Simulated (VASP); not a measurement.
# InAs (Fm-3m) in VASP: a series of runs, part 2 of 2

VASP 6.6.1. The steps go on from the part before.

## Step 4: Single point, PBE

This run uses another cell than the first one, of 23.82 Å³/atom, 0.943 times its volume.

Contents of INCAR:

```
SYSTEM = InAs
PREC = Accurate
ENCUT = 520
EDIFF = 1E-7
ISMEAR = 0
SIGMA = 0.011
LREAL = .False.
LASPH = .True.
NELM = 100
ALGO = Normal
ISIF = 2
LWAVE = .False.
LCHARG = .False.
GGA = PE
NBANDS = 16
```

Contents of KPOINTS:

```
Automatic mesh
0
Gamma
  8 8 8
  0 0 0
```

Contents of POSCAR:

```
InAs
1.0
    0.0000000000      2.8773040000      2.8773040000
    2.8773040000      0.0000000000      2.8773040000
    2.8773040000      2.8773040000      0.0000000000
In As
1 1
Direct
    0.5000000000      0.5000000000      0.5000000000
    0.0000000000      0.0000000000      0.0000000000
```

Potentials or basis: VASP PAW PBE potentials, release 64 (In_d, As).

Command:

```sh
$ cat potpaw_PBE.64/In_d/POTCAR potpaw_PBE.64/As/POTCAR > POTCAR
$ mpirun -np 1 vasp_std > vasp.out
```

OUTCAR:

```text
SYSTEM = InAs
   PREC = Accurate
   ENCUT = 520
   EDIFF = 1E-7
   ISMEAR = 0
   LREAL = .False.
   LASPH = .True.
   NELM = 100
   ISIF = 2
   GGA = PE

 ion  position               nearest neighbor table
   1  0.500  0.500  0.500-   2 2.88   2 2.88   2 2.88   2 2.88   2 2.88   2 2.88
   2  0.000  0.000  0.000-   1 2.88   1 2.88   1 2.88   1 2.88   1 2.88   1 2.88

  LATTYP: Found a face centered cubic cell.
 ALAT       =     5.7546080000

  Lattice vectors:

 A1 = (   0.0000000000,   2.8773040000,   2.8773040000)
 A2 = (   2.8773040000,   0.0000000000,   2.8773040000)
 A3 = (   2.8773040000,   2.8773040000,   0.0000000000)

Analysis of symmetry for initial positions (statically):
=====================================================================
 Subroutine PRICEL returns:
 Original cell was already a primitive cell.

 Routine SETGRP: Setting up the symmetry group for a
 face centered cubic supercell.

 Subroutine GETGRP returns: Found 48 space group operations
 (whereof 48 operations were pure point group operations)
 out of a pool of 48 trial point group operations.

The static configuration has the point symmetry O_h .

[... 155 lines left out ...]
  ---------------------------------------------------
  free energy    TOTEN  =        -7.31433816 eV

  energy without entropy =       -7.31422636  energy(sigma->0) =       -7.31428226

 E-fermi :   5.9424     XC(G=0): -10.0974

 val. band max:        5.8495694810   @ k =   0.3750   0.2500   0.0000
 cond. band min:       5.9531632235   @ k =  -0.3750   0.1250   0.0000
 fundamental gap:      0.1035937425
 Fermi energy:         5.9424060536

 k-point     1 :       0.0000    0.0000    0.0000
  band No.  band energies     occupation
      1      -8.3705      2.00000
      2      -8.3705      2.00000
      3      -8.3495      2.00000
      4      -8.3495      2.00000
      5      -8.3495      2.00000
      6      -6.1862      2.00000
[... 433 lines left out ...]
      3      -8.3393      2.00000
      4      -8.3170      2.00000
      5      -8.2884      2.00000
      6      -4.1267      2.00000
[... 8 lines left out ...]
     15      15.5796      0.00000
     16      18.7280      0.00000

 [... further k-points ...]
[... 5 lines left out ...]
  --------------------------------------------------------------------------------------
  -------------------------------------------------------------------------------------
  Total        0.0046760      0.0046760      0.0046760      0.0000000      0.0000000      0.0000000
  in kB        0.1572517      0.1572517      0.1572517      0.0000000      0.0000000      0.0000000
  external PRESSURE =       0.1572517 kB  Pullay stress =       0.0000000 kB

 VOLUME and BASIS-vectors are now :
 -----------------------------------------------------------------------------
  energy-cutoff  :      520.00
  volume of cell :       47.64
      direct lattice vectors                 reciprocal lattice vectors
     0.000000000  2.877304000  2.877304000    -0.173773783  0.173773783  0.173773783
     2.877304000  0.000000000  2.877304000     0.173773783 -0.173773783  0.173773783
     2.877304000  2.877304000  0.000000000     0.173773783  0.173773783 -0.173773783

 POSITION                                       TOTAL-FORCE (eV/Angst)
 -----------------------------------------------------------------------------------
      2.87730      2.87730      2.87730        -0.000000      0.000000     -0.000000
      0.00000      0.00000      0.00000         0.000000     -0.000000      0.000000
 -----------------------------------------------------------------------------------
    total drift:                                0.000000      0.000000      0.000000

  FREE ENERGIE OF THE ION-ELECTRON SYSTEM (eV)
  ---------------------------------------------------
  free  energy   TOTEN  =        -7.3143381606 eV

  energy  without entropy=       -7.3142263643  energy(sigma->0) =       -7.31428226
```

It took 36 s on 1 thread of AMD EPYC 7R13, shared host; peak memory 0.17 GiB.

What came out:

```yaml
Free_energy: -7.3143 eV
Pressure: 0.0 GPa
Band_gap_on_the_k_mesh: zero (band 9 reaches 6.25 eV, above the bottom of band 10 at 3.69 eV)
```

Levels at points of the mesh, in eV from the Fermi level:
| k point | band 7 | band 8 | band 9 | band 10 | band 11 | band 12 |
| --- | --- | --- | --- | --- | --- | --- |
| (0.00, 0.00, 0.00) | -0.68 | -0.23 | -0.23 | -0.23 | 7.15 | 7.15 |
| (0.50, 0.00, 0.00) | -6.52 | 0.15 | 0.15 | 2.11 | 3.26 | 3.26 |
| (0.50, 0.50, 0.00) | -4.72 | -2.94 | -2.25 | -2.25 | 3.86 | 9.17 |

Caveat: spin-orbit coupling is left out, which moves the levels of the heavy elements.

## Step 5: Single point, PBE

This run uses another cell than the first one, of 23.82 Å³/atom, 0.943 times its volume.

Contents of INCAR:

```
  PREC = Accurate
  ENCUT = 520
  EDIFF = 1E-6
  ISMEAR = -1
  SIGMA = 0.05
  LREAL = F
  LASPH = T
  NELM = 100
  ALGO = Normal
  ISIF = 2
  LWAVE = F
  LCHARG = T
  GGA = PE
  LELF = T
  LVHAR = T
  NBANDS = 16
```

Contents of KPOINTS:

```
Automatic mesh
0
Gamma
  8 8 8
```

POSCAR is that of step 4.

Potentials or basis: VASP PAW PBE potentials, release 64 (In_d, As).

Command:

```sh
$ cat potpaw_PBE.64/In_d/POTCAR potpaw_PBE.64/As/POTCAR > POTCAR
$ mpirun -np 1 vasp_std > vasp.out
```

OUTCAR:

```text
PREC = Accurate
   ENCUT = 520
   EDIFF = 1E-6
   ISMEAR = -1
   LREAL = F
   LASPH = T
   NELM = 100
   ISIF = 2
   GGA = PE

 ion  position               nearest neighbor table
   1  0.500  0.500  0.500-   2 2.88   2 2.88   2 2.88   2 2.88   2 2.88   2 2.88
   2  0.000  0.000  0.000-   1 2.88   1 2.88   1 2.88   1 2.88   1 2.88   1 2.88

  LATTYP: Found a face centered cubic cell.
 ALAT       =     5.7546080000

  Lattice vectors:

 A1 = (   0.0000000000,   2.8773040000,   2.8773040000)
[... 190 lines left out ...]
      6      -6.1797      2.00000
[... 433 lines left out ...]
      3      -8.3533      2.00000
      4      -8.3311      2.00000
      5      -8.3026      2.00000
      6      -4.1167      2.00000
[... 8 lines left out ...]
     15      15.5796      0.00000
     16      18.7313      0.00000

 [... further k-points ...]
[... 5 lines left out ...]
  --------------------------------------------------------------------------------------
  -------------------------------------------------------------------------------------
  Total       -0.0047195     -0.0047195     -0.0047195      0.0000000     -0.0000000      0.0000000
  in kB       -0.1587138     -0.1587138     -0.1587138      0.0000000     -0.0000000      0.0000000
  external PRESSURE =      -0.1587138 kB  Pullay stress =       0.0000000 kB

 VOLUME and BASIS-vectors are now :
 -----------------------------------------------------------------------------
  energy-cutoff  :      520.00
  volume of cell :       47.64
      direct lattice vectors                 reciprocal lattice vectors
     0.000000000  2.877304000  2.877304000    -0.173773783  0.173773783  0.173773783
     2.877304000  0.000000000  2.877304000     0.173773783 -0.173773783  0.173773783
     2.877304000  2.877304000  0.000000000     0.173773783  0.173773783 -0.173773783

 POSITION                                       TOTAL-FORCE (eV/Angst)
 -----------------------------------------------------------------------------------
      2.87730      2.87730      2.87730        -0.000000     -0.000000     -0.000000
      0.00000      0.00000      0.00000         0.000000      0.000000      0.000000
 -----------------------------------------------------------------------------------
    total drift:                                0.000000      0.000000      0.000000

  FREE ENERGIE OF THE ION-ELECTRON SYSTEM (eV)
  ---------------------------------------------------
  free  energy   TOTEN  =        -7.3195466367 eV

  energy  without entropy=       -7.3080212362  energy(sigma->0) =       -7.31378394
```

OSZICAR:

```text
N       E                     dE             d eps       ncg     rms          rms(c)
DAV:   1     0.100064574814E+03    0.10006E+03   -0.88501E+03   936   0.132E+03
DAV:   2    -0.137550857865E+01   -0.10144E+03   -0.97338E+02  1000   0.292E+02
DAV:   3    -0.737910430804E+01   -0.60036E+01   -0.59502E+01  1240   0.663E+01
DAV:   4    -0.749754787640E+01   -0.11844E+00   -0.11835E+00  1112   0.102E+01
DAV:   5    -0.750209402407E+01   -0.45461E-02   -0.45461E-02  1296   0.179E+00    0.368E+00
DAV:   6    -0.732264683805E+01    0.17945E+00   -0.31797E-01  1336   0.931E+00    0.193E+00
DAV:   7    -0.731919998844E+01    0.34468E-02   -0.39232E-02  1280   0.165E+00    0.696E-01
DAV:   8    -0.731937725478E+01   -0.17727E-03   -0.30175E-03  1104   0.616E-01    0.120E-01
DAV:   9    -0.731954275749E+01   -0.16550E-03   -0.32686E-04  1296   0.188E-01    0.804E-02
DAV:  10    -0.731954435955E+01   -0.16021E-05   -0.18862E-05  1224   0.358E-02    0.480E-02
DAV:  11    -0.731954699106E+01   -0.26315E-05   -0.35023E-06  1200   0.158E-02    0.110E-02
DAV:  12    -0.731954663666E+01    0.35440E-06   -0.11830E-06   928   0.147E-02
   1 F= -.73195466E+01 E0= -.73137839E+01  d E =-.115254E-01
```

It took 38 s on 1 thread of AMD EPYC 7R13, shared host; peak memory 0.18 GiB.

What came out:

```
Free energy            : -7.3195 eV
Pressure               : 0.0 GPa
Band gap on the k mesh : zero (band 9 reaches 6.26 eV, above the bottom of band 10 at 3.69 eV)
```

Caveat: spin-orbit coupling is left out, which moves the levels of the heavy elements.

## Step 6: Single point, PBE

This run uses another cell than the first one, of 23.78 Å³/atom, 0.942 times its volume.

Contents of INCAR:

```
PREC = Accurate ; ENCUT = 520
EDIFF = 1E-7 ; ISMEAR = -1
SIGMA = 0.05 ; LREAL = F
LASPH = T ; NELM = 100
ALGO = Normal ; ISIF = 2
LWAVE = F ; LCHARG = F
GGA = PE ; NBANDS = 16
```

KPOINTS is that of step 5.

Contents of POSCAR:

```
InAs
1.0
    0.0000000000      2.8757668223      2.8757668223
    2.8757668223      0.0000000000      2.8757668223
    2.8757668223      2.8757668223      0.0000000000
In As
1 1
Direct
    0.5000000000      0.5000000000      0.5000000000
    0.0000000000      0.0000000000      0.0000000000
```

Potentials or basis: VASP PAW PBE potentials, release 64 (In_d, As).

Command:

```sh
$ cat potpaw_PBE.64/In_d/POTCAR potpaw_PBE.64/As/POTCAR > POTCAR
$ mpirun -np 1 vasp_std > vasp.out
```

Run time: 44 s. Hardware: 1 thread of AMD EPYC 7R13, shared host; peak memory 0.18 GiB.

It converged, with:

* Free energy: -7.3195 eV
* Pressure: 0.1 GPa
* Band gap on the k mesh: zero (band 9 reaches 6.28 eV, above the bottom of band 10 at 3.71 eV)

Levels at points of the mesh, in eV from the Fermi level:
```
           k point  band 5  band 6  band 7  band 8  band 9  band 10  band 11  band 12  band 13  band 14
(0.00, 0.00, 0.00)  -14.29  -12.12   -0.66   -0.21   -0.21    -0.21     7.17     7.17     7.17     7.50
(0.50, 0.00, 0.00)  -14.24  -10.45   -6.52    0.17    0.17     2.12     3.27     3.27     4.40    10.64
(0.50, 0.50, 0.00)  -14.22   -9.57   -4.71   -2.93   -2.24    -2.24     3.87     9.19     9.19    10.02
```

Caveat: spin-orbit coupling is left out, which moves the levels of the heavy elements.

## Step 7: Overview

```csv
level,potentials or basis,cell,smearing,gap on the mesh (eV),pressure (GPa)
LDA,"VASP PAW LDA potentials, release 64 (In_d, As)","a = 4.149 Å, angles 60.0°, 2 atoms",fermi-dirac 0.05 eV,none,-7.5
PBEsol,"VASP PAW PBE potentials, release 64 (In_d, As)","a = 4.149 Å, angles 60.0°, 2 atoms",fermi-dirac 0.05 eV,none,-6.0
PBE,"VASP PAW PBE potentials, release 64 (In_d, As)","a = 4.069 Å, angles 60.0°, 2 atoms",gaussian 0.011 eV,none,0.0
PBE,"VASP PAW PBE potentials, release 64 (In_d, As)","a = 4.069 Å, angles 60.0°, 2 atoms",fermi-dirac 0.05 eV,none,0.0
PBE,"VASP PAW PBE potentials, release 64 (In_d, As)","a = 4.067 Å, angles 60.0°, 2 atoms",fermi-dirac 0.05 eV,none,0.1
```

Alike in all rows: task single point; no spin polarisation; k mesh 8 × 8 × 8; cutoff (eV) 520.

Caveats: spin-orbit coupling is left out, which moves the levels of the heavy elements; the PAW data sets were made with another functional, which shifts forces and pressure a little (some runs).

Total energies depend on the potentials used, so only differences within one code and one set of settings carry meaning.
